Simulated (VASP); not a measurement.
ZnS, 2 atoms in the cell. Symmetry: F-43m, No. 216, cubic system. Conventional cell: a = 5.387 Å, b = 5.387 Å, c = 5.387 Å, α = 90.00°, β = 90.00°, γ = 90.00°. Within 3.1 Å of Zn (site symmetry -43m) lie 4 S at 2.33 Å. Within 3.1 Å of S (site symmetry -43m) lie 4 Zn at 2.33 Å. 

| Item | Value |
| --- | --- |
| Program | VASP 6.6.1 |
| Task | relaxation of cell and atoms |
| Functional | LDA |
| Potentials or basis | VASP PAW LDA potentials, release 64 (Zn, S) |
| Cutoff | 600 eV |
| k mesh | 10 × 10 × 10 |
| Occupations | gaussian, width 0.02 eV |
| Spin | no spin polarisation |
| Dipole correction | no |
| Further INCAR settings | ALGO = Normal; EDIFF = 1e-06; IBRION = 2; EDIFFG = -0.005; NSW = 100; ISIF = 3 |

Potentials or basis: VASP PAW LDA potentials, release 64 (Zn, S).

Command:

```bash
$ cat potpaw_LDA.64/Zn/POTCAR potpaw_LDA.64/S/POTCAR > POTCAR
$ mpirun -np 1 vasp_std > vasp.out
```

Hardware: 1 thread of Intel(R) Xeon(R) 6975P-C (Granite Rapids), on a shared host.

Q: Estimate the wall time of this run.

A: It took 42 s on 1 thread of Intel(R) Xeon(R) 6975P-C (Granite Rapids), on a shared host, peak memory 0.16 GiB. Counts: scf iterations 45, k points 47, ion steps 6.
